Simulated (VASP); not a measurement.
Wanted: the native input for a VASP 6.6.1 run.

```yaml
Task: single point
Functional: PBE
Potentials_or_basis: VASP PAW PBE potentials, release 64 (Si, Ti_sv)
Cutoff: 520 eV
k_mesh: 4 × 4 × 4, shifted
Occupations: gaussian, width 0.1 eV
Spin: no spin polarisation
Dipole_correction: no
Further_INCAR_settings: LREAL = Auto; ALGO = Normal; EDIFF = 1e-06; NBANDS = 112
```

The structure of Ti16Si (a cell with a defect) lies in POSCAR:

```
Ti16Si
1.0
    2.2897681504     -3.9659947741      5.6643452958
    2.2897681504      3.9659947741      5.6643452958
   -4.5795363009      0.0000000000      5.6643452958
Si Ti
1 16
Direct
    0.4468220423      0.4468220423      0.4468220423
    0.6658907258      0.6658907258      0.6658907258
    0.8331806096      0.8331806096      0.8331806096
    1.0003750950      0.0003750380      0.0003750993
    0.1671637145      0.1671637145      0.1671637145
    0.7514693937      0.4168063203      0.0824001593
    0.9139185329      0.5872176485      0.2470273720
    0.0824002235      0.7514694359      0.4168062140
    0.2470274498      0.9139183941      0.5872177096
    0.4168063290      0.0824001899      0.7514693544
    0.5872176969      0.2470273848      0.9139184718
    0.0824001172      0.4168062562      0.7514695000
    0.2470273848      0.5872176969      0.9139184718
    0.4168063203      0.7514693937      0.0824001593
    0.5872176485      0.9139185329      0.2470273720
    0.7514694359      0.0824002235      0.4168062140
    0.9139184529      0.2470275086      0.5872177684
```

The input as run:

INCAR

```
  PREC = Accurate
  ENCUT = 520
  EDIFF = 1E-6
  ISMEAR = 0
  SIGMA = 0.1
  LREAL = Auto
  LASPH = True
  NELM = 60
  ALGO = Normal
  ISIF = 2
  LWAVE = False
  LCHARG = False
  GGA = PE
  NBANDS = 112
```

KPOINTS

```
Automatic mesh
0
Gamma
  4 4 4
  0.5 0.5 0.5
```

Potentials or basis: VASP PAW PBE potentials, release 64 (Si, Ti_sv).

Run with:

```bash
$ cat potpaw_PBE.64/Si/POTCAR potpaw_PBE.64/Ti_sv/POTCAR > POTCAR
$ mpirun -np 1 vasp_std > vasp.out
```

Results of the run:

| Quantity | Value |
| --- | --- |
| Pressure | -3.1 GPa |
| Largest force | 0.522 eV/Å |
| Band gap on the k mesh | zero (bands 98 and 99 overlap by 0.06 eV) |

It took 15 min on 1 thread of Intel(R) Xeon(R) Platinum 8488C (Sapphire Rapids), on a shared host, peak memory 0.5 GiB.
